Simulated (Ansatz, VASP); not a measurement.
## Two plane-wave programs on Si

INCAR

```
SYSTEM = Si
PREC = Accurate ; ENCUT = 500
EDIFF = 1E-6 ; ISMEAR = 0
SIGMA = 0.1 ; LREAL = .False.
LASPH = .True. ; NELM = 120
ALGO = Normal ; ISIF = 2
LWAVE = .False. ; LCHARG = .False.
GGA = CA ; NBANDS = 11
GGA_COMPAT = .False.
```

Contents of KPOINTS:

```
Automatic mesh
0
Gamma
  6 6 6
  0 0 0
```

The input POSCAR:

```
Si
1.0
    0.0000000000      2.7155000000      2.7155000000
    2.7155000000      0.0000000000      2.7155000000
    2.7155000000      2.7155000000      0.0000000000
Si
2
Direct
    0.0000000000      0.0000000000      0.0000000000
    0.2500000000      0.2500000000      0.2500000000
```

Input for Ansatz:

```yaml
crystal:
  lattice:
    - [0.0, 2.7155, 2.7155]
    - [2.7155, 0.0, 2.7155]
    - [2.7155, 2.7155, 0.0]
  atoms:
    - { symbol: Si, position: [0.0, 0.0, 0.0] }
    - { symbol: Si, position: [0.25, 0.25, 0.25] }
basis:
  ecutwfc: 420
kpoints:
  mp_grid: { grid: [6, 6, 6] }
hamiltonian:
  xc: lda
  pseudopotentials: { kind: paw, azcp: { folder: soft_1 } }
scf:
  occupations: { method: gaussian, width: 0.1 }
output:
  forces: true
  stress: true
  eigenvalues: true
```

Alike in both runs: task single point; functional LDA; k mesh 6 × 6 × 6; occupations gaussian, width 0.1 eV; no spin polarisation.

```csv
,VASP,Ansatz
version,VASP 6.6.1,Ansatz 0.2.0
potentials or method,"VASP PAW LDA potentials, release 64 (Si), cutoff 500 eV","scalar-relativistic, plane waves, PAW"
valence electrons in the cell,8,8
```

|  | VASP | Ansatz | Ansatz less VASP |
| --- | --- | --- | --- |
| gap on the k mesh at the Fermi level (eV) | 0.60 | 0.60 | +0.004 |
| least direct gap on the mesh (eV) | 2.52 | 2.52 | +0.002 |
| pressure (GPa) | -1.4 | -1.4 | -0.05 |

Ansatz warns that its potentials were made for another functional, while VASP's fit it. LDA's correlation is that of Perdew and Zunger in VASP and of Perdew and Wang (1992) in Ansatz.
